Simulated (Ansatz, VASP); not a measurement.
## One calculation of CdS, two programs

```xyz
2
Lattice="0.0000 3.0213 3.0213 3.0213 0.0000 3.0213 3.0213 3.0213 0.0000" Properties=species:S:1:pos:R:3 pbc="T T T"
Cd    0.0000    0.0000    0.0000
S     1.5107    1.5107    1.5107
```

Alike in both runs: task single point; functional PBE; k mesh 8 × 8 × 8; occupations gaussian, width 0.02 eV; no spin polarisation.

|  | VASP | Ansatz |
| --- | --- | --- |
| version | VASP 6.6.1 | Ansatz 0.2.0 |
| potentials or method | VASP PAW PBE potentials, release 64 (Cd, S), cutoff 520 eV | scalar-relativistic, plane waves, PAW |
| valence electrons in the cell | 18 | 26 |

```csv
,VASP,Ansatz,Ansatz less VASP
gap on the k mesh at the Fermi level (eV),0.91,0.91,0.000
least direct gap on the mesh (eV),0.91,0.91,0.000
pressure (GPa),-2.5,-2.7,-0.22
```

With one functional, cell and mesh, what is left measures potentials, basis and numerics. VASP's potentials hold 18 valence electrons a cell and Ansatz's 26, so a difference there can come from the potentials and not from the codes.
